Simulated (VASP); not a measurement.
# ScAl3 (Pm-3m) in VASP: settings compared, part 2 of 2

VASP 6.6.1. Earlier steps stand in the parts before.

### 5 Single point, PBE

This run uses another cell than the first one, of 17.08 Å³/atom, 1.033 times its volume.

INCAR reads:

```
SYSTEM = ScAl3
PREC     = Accurate       ! precision mode
ENCUT    = 520            ! plane-wave cutoff, eV
EDIFF    = 1E-7           ! SCF threshold, eV
ISMEAR   = 0              ! smearing method
SIGMA    = 0.020999999999999998 ! smearing width, eV
LREAL    = .False.        ! projectors in reciprocal space
LASPH    = .True.         ! aspherical terms in the spheres
NELM     = 100            ! most SCF steps
ALGO     = Normal         ! electronic algorithm
ISIF     = 2              ! what is computed and relaxed
LWAVE    = .False.        ! write WAVECAR
LCHARG   = .False.        ! write CHGCAR
GGA      = PE             ! functional
NBANDS   = 18             ! bands
```

KPOINTS reads:

```
Automatic mesh
0
Gamma
  7 7 7
  0 0 0
```

POSCAR reads:

```
ScAl3
1.0
    4.0878065700      0.0000000000      0.0000000000
    0.0000000000      4.0878065700      0.0000000000
    0.0000000000      0.0000000000      4.0878065700
Sc Al
1 3
Direct
    0.0000000000      0.0000000000      0.0000000000
    0.5000000000      0.5000000000      0.0000000000
    0.0000000000      0.5000000000      0.5000000000
    0.5000000000      0.0000000000      0.5000000000
```

Potentials or basis: VASP PAW PBE potentials, release 64 (Sc_sv, Al).

Launch:

```console
cat potpaw_PBE.64/Sc_sv/POTCAR potpaw_PBE.64/Al/POTCAR > POTCAR
mpirun -np 1 vasp_std > vasp.out
```

OUTCAR:

```text
SYSTEM = ScAl3
   PREC = Accurate
   ENCUT = 520
   EDIFF = 1E-7
   ISMEAR = 0
   LREAL = .False.
   LASPH = .True.
   NELM = 100
   ISIF = 2
   GGA = PE

 ion  position               nearest neighbor table
   1  0.000  0.000  0.000-   2 2.89   3 2.89   4 2.89   3 2.89   4 2.89   2 2.89   3 2.89   3 2.89
                             2 2.89   4 2.89   4 2.89   2 2.89
   2  0.500  0.500  0.000-   1 2.89   3 2.89   4 2.89   3 2.89   4 2.89   1 2.89   4 2.89   4 2.89
                             1 2.89   3 2.89   3 2.89   1 2.89
   3  0.000  0.500  0.500-   1 2.89   2 2.89   4 2.89   1 2.89   2 2.89   1 2.89   4 2.89   1 2.89
                             2 2.89   4 2.89   2 2.89   4 2.89
   4  0.500  0.000  0.500-   1 2.89   2 2.89   3 2.89   1 2.89   2 2.89   2 2.89   3 2.89   2 2.89
                             1 2.89   3 2.89   1 2.89   3 2.89

  LATTYP: Found a simple cubic cell.
 ALAT       =     4.0878065700

  Lattice vectors:

 A1 = (   4.0878065700,   0.0000000000,   0.0000000000)
 A2 = (   0.0000000000,   4.0878065700,   0.0000000000)
 A3 = (   0.0000000000,   0.0000000000,   4.0878065700)

Analysis of symmetry for initial positions (statically):
=====================================================================
 Subroutine PRICEL returns:
 Original cell was already a primitive cell.

 Routine SETGRP: Setting up the symmetry group for a
 simple cubic supercell.

 Subroutine GETGRP returns: Found 48 space group operations
 (whereof 48 operations were pure point group operations)
 out of a pool of 48 trial point group operations.

The static configuration has the point symmetry O_h .

Analysis of symmetry for dynamics (positions and initial velocities):
=====================================================================
 Subroutine PRICEL returns:
 Original cell was already a primitive cell.

 Routine SETGRP: Setting up the symmetry group for a
 simple cubic supercell.

 Subroutine GETGRP returns: Found 48 space group operations
 (whereof 48 operations were pure point group operations)
[... 121 lines left out ...]
     AMIX_MAG =   1.60;   BMIX_MAG =  1.00
  volume/ion in A,a.u.               =      17.08       115.24
  Fermi-wavevector in a.u.,A,eV,Ry     =   1.087079  2.054282 16.078563  1.181741
  Thomas-Fermi vector in A             =   2.223230
   LORBIT       =      0    0 simple, 1 ext, 2 COOP (PROOUT), +10 PAW based schemes
   GGA     = PE    functional components
   LHFCALC =     F    Hartree Fock is set to
   AEXX    =    0.0000 exact exchange contribution
   IVDW    =     0    specifies the selected vdW correction
   LEPSILON=     F    determine dielectric tensor
   LRPA    =     F    only Hartree local field effects (RPA)
 non-spin polarized calculation
 Gauss-broadening in eV      SIGMA  =   0.02
  energy-cutoff  :      520.00
  volume of cell :       68.31
 maximum number of plane-waves:      1850
   NGX = 15   NGY = 15   NGZ = 15

 number of electron      19.9999996 magnetization

 Free energy of the ion-electron system (eV)
  ---------------------------------------------------
  ext. energy  EPLUGINS =         0.00000000
  ---------------------------------------------------
  free energy    TOTEN  =       -19.29432160 eV

  energy without entropy =      -19.29336659  energy(sigma->0) =      -19.29384409

 E-fermi :   7.1191     XC(G=0): -10.4165

 val. band max:        7.1102289133   @ k =   0.4286   0.4286   0.1429
 cond. band min:       7.1998074748   @ k =   0.2857   0.0000   0.0000
 fundamental gap:      0.0895785615
 Fermi energy:         7.1190993078

 k-point     1 :       0.0000    0.0000    0.0000
  band No.  band energies     occupation
      1     -41.7089      2.00000
      2     -20.4120      2.00000
      3     -20.4120      2.00000
      4     -20.4120      2.00000
      5      -2.7561      2.00000
      6       4.6506      2.00000
[... 397 lines left out ...]
      5       1.5021      2.00000
      6       2.4863      2.00000
[... 10 lines left out ...]
     17      11.3525      0.00000
     18      16.6203      0.00000

------------------------ aborting loop because EDIFF is reached ----------------------------------------

  FORCE on cell =-STRESS in cart. coord.  units (eV):
  Direction    XX          YY          ZZ          XY          YZ          ZX
  --------------------------------------------------------------------------------------
  -------------------------------------------------------------------------------------
  Total        0.4877232      0.4877232      0.4877232      0.0000000     -0.0000000     -0.0000000
  in kB       11.4396568     11.4396568     11.4396568      0.0000000     -0.0000000     -0.0000000
  external PRESSURE =      11.4396568 kB  Pullay stress =       0.0000000 kB

 VOLUME and BASIS-vectors are now :
 -----------------------------------------------------------------------------
  energy-cutoff  :      520.00
  volume of cell :       68.31
      direct lattice vectors                 reciprocal lattice vectors
     4.087806570  0.000000000  0.000000000     0.244629970  0.000000000  0.000000000
     0.000000000  4.087806570  0.000000000     0.000000000  0.244629970  0.000000000
     0.000000000  0.000000000  4.087806570     0.000000000  0.000000000  0.244629970

 POSITION                                       TOTAL-FORCE (eV/Angst)
 -----------------------------------------------------------------------------------
      0.00000      0.00000      0.00000         0.000000      0.000000      0.000000
      2.04390      2.04390      0.00000         0.000000      0.000000      0.000000
      0.00000      2.04390      2.04390         0.000000      0.000000      0.000000
      2.04390      0.00000      2.04390         0.000000      0.000000      0.000000
 -----------------------------------------------------------------------------------
    total drift:                               -0.000000     -0.000000      0.000000

  FREE ENERGIE OF THE ION-ELECTRON SYSTEM (eV)
  ---------------------------------------------------
  free  energy   TOTEN  =       -19.2943215958 eV

  energy  without entropy=      -19.2933665909  energy(sigma->0) =      -19.29384409
```

stdout:

```text
POSCAR found type information on POSCAR ScAl
 POSCAR found :  2 types and       4 ions
 scaLAPACK will be used
 LDA part: xc-table for (Slater+PW92), standard interpolation
 POSCAR, INCAR and KPOINTS ok, starting setup
 FFT: planning ... GRIDC
 FFT: planning ... GRID_SOFT
 FFT: planning ... GRID
 WAVECAR not read
 entering main loop
```

It used 20 s of CPU time on 1 thread of AMD EPYC 7R13 Processor (Zen 3), on a shared host.

What came out:

```
Free energy            : -19.2943 eV
Pressure               : 1.1 GPa
Band gap on the k mesh : zero (band 10 reaches 8.28 eV, above the bottom of band 11 at 4.60 eV)
```

### 6 Overview

```csv
level,cell,smearing,gap on the mesh (eV),pressure (GPa)
PBEsol+D4,"a = 4.044 Å, 4 atoms",fermi-dirac 0.05 eV,none,0.1
PBE,"a = 4.088 Å, 4 atoms",gaussian 0.014 eV,none,1.1
PBE,"a = 4.088 Å, 4 atoms",gaussian 0.02 eV,none,1.1
PBE,"a = 4.088 Å, 4 atoms",gaussian 0.021 eV,none,1.1
```

Alike in all rows: task single point; potentials or basis VASP PAW PBE potentials, release 64 (Sc_sv, Al); no spin polarisation; k mesh 7 × 7 × 7; cutoff (eV) 520.

Caveats: the PAW data sets were made with another functional, which shifts forces and pressure a little (some runs); pairwise dispersion overbinds metals, which lowers pressure and volume (some runs).

Total energies depend on the potentials used, so only differences within one code and one set of settings carry meaning.
